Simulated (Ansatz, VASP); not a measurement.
MoS2: VASP beside Ansatz

The input INCAR:

```
PREC = Accurate ; ENCUT = 520
EDIFF = 1E-6 ; ISMEAR = -1
SIGMA = 0.05 ; LREAL = F
LASPH = T ; NELM = 80
ALGO = Normal ; ISIF = 2
LWAVE = F ; LCHARG = F
GGA = PS ; NBANDS = 20
```

The input KPOINTS:

```
regular mesh
0
Gamma
  8 8 2
```

POSCAR

```
MoS2
1.0
    3.1841260822      0.0000000000      0.0000000000
   -1.5920630411      2.7575340760      0.0000000000
    0.0000000000      0.0000000000     17.3345999500
Mo S
1 2
Direct
    0.0000000000      0.0000000000      0.0000000000
    0.3333333333      0.6666666667      0.9105070200
    0.3333333333      0.6666666667      0.0894929800
```

The input input.yaml:

```yaml
crystal:
  lattice:
    - [3.1841260822, 0.0, 0.0]
    - [-1.5920630411, 2.757534076, 0.0]
    - [0.0, 0.0, 17.33459995]
  atoms:
    - { symbol: Mo, position: [0.0, 0.0, 0.0] }
    - { symbol: S, position: [0.3333333333, 0.6666666667, 0.91050702] }
    - { symbol: S, position: [0.3333333333, 0.6666666667, 0.08949298] }
kpoints:
  mp_grid: { grid: [8, 8, 2] }
  band_path:
    path:
      - [0.0, 0.0, 0.0]
      - [0.5, 0.0, 0.0]
      - [0.3333333333, 0.3333333333, 0.0]
      - [0.0, 0.0, 0.0]
      - [0.0, 0.0, 0.5]
      - [0.5, 0.0, 0.5]
      - [0.3333333333, 0.3333333333, 0.5]
      - [0.0, 0.0, 0.5]
    npoints: 8
scf:
  occupations: { method: fermi_dirac, width: 0.05 }
hamiltonian:
  xc: pbesol
  pseudopotentials: { kind: all_electron, lapw: { basis_error: 0.002 } }
output:
  forces: true
  stress: true
  eigenvalues: true
```

Alike in both runs: functional PBEsol; k mesh 8 × 8 × 2; occupations fermi-dirac, width 0.05 eV; no spin polarisation.

|  | VASP | Ansatz |
| --- | --- | --- |
| version | VASP 6.6.1 | Ansatz 0.2.0 |
| potentials or method | VASP PAW PBE potentials, release 64 (Mo_sv, S), cutoff 520 eV | all-electron LAPW, scalar-relativistic |
| task | single point | band structure |

|  | VASP | Ansatz | Ansatz less VASP |
| --- | --- | --- | --- |
| gap on the k mesh at the Fermi level (eV) | 1.78 | 1.78 | -0.009 |
| least direct gap on the mesh (eV) | 1.99 | 1.98 | -0.003 |
| rms of the force components (eV/Å) | 0.069 | 0.069 | +0.0009 |

VASP's potentials were made for PBE, not for PBEsol. Atom by atom the forces differ by 0.001 eV/Å (rms over components). Ansatz ran all-electron here, and VASP with PAW potentials.
